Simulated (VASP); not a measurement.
Runs of VASP 6.6.1 on SiC2. The structure is that of space group P3m1 (No. 156), or close to it. The cells are those of the table. 

```csv
level,cell,k mesh,gap on the mesh (eV),pressure (GPa),largest force (eV/Å)
r2SCAN,"a = 2.930, b = 2.930, c = 7.175 Å, angles 90.0, 90.0, 120.0°, 6 atoms",12 × 12 × 4,1.64,-0.1,0.07
PBE,"a = 2.971, b = 2.971, c = 7.284 Å, angles 90.0, 90.0, 120.0°, 6 atoms",9 × 9 × 4,1.47,-6.9,(c)
PBE,"a = 2.930, b = 2.930, c = 7.175 Å, angles 90.0, 90.0, 120.0°, 6 atoms",12 × 12 × 4,1.33,3.4,0.23
PBE,"a = 2.999, b = 2.999, c = 7.355 Å, angles 90.0, 90.0, 120.0°, 6 atoms",9 × 9 × 4,(a),-12.8,0.39
r2SCAN,"a = 2.959, b = 2.959, c = 7.247 Å, angles 90.0, 90.0, 120.0°, 6 atoms",9 × 9 × 4,1.81,-7.3,(b)
PBE,"a = 2.881, b = 2.881, c = 7.066 Å, angles 90.0, 90.0, 120.0°, 6 atoms",9 × 9 × 4,1.40,17.2,0.53
r2SCAN,"a = 2.870, b = 2.870, c = 7.029 Å, angles 90.0, 90.0, 120.0°, 6 atoms",9 × 9 × 4,1.77,18.1,0.53
PBE,"a = 2.941, b = 2.941, c = 7.213 Å, angles 90.0, 90.0, 120.0°, 6 atoms",9 × 9 × 4,1.45,0.0,0.03
r2SCAN,"a = 2.901, b = 2.901, c = 7.103 Å, angles 90.0, 90.0, 120.0°, 6 atoms",9 × 9 × 4,1.78,8.3,0.27
PBE,"a = 2.912, b = 2.912, c = 7.140 Å, angles 90.0, 90.0, 120.0°, 6 atoms",9 × 9 × 4,1.43,7.9,0.27
r2SCAN,"a = 2.988, b = 2.988, c = 7.316 Å, angles 90.0, 90.0, 120.0°, 6 atoms",9 × 9 × 4,1.82,-13.6,0.38
r2SCAN,"a = 2.930, b = 2.930, c = 7.175 Å, angles 90.0, 90.0, 120.0°, 6 atoms",9 × 9 × 4,1.80,-0.1,0.07
```

Alike in all rows: task single point; potentials or basis VASP PAW PBE potentials, release 64 (C, Si); no spin polarisation; cutoff (eV) 520; smearing gaussian 0.01 eV.

Problem. Fill in the values left out.

Solution. (a) 1.49; (b) 0.18; (c) 0.20.

Caveats: the PAW data sets were made with another functional, which shifts forces and pressure a little (some runs).

A k mesh can miss the band edges.
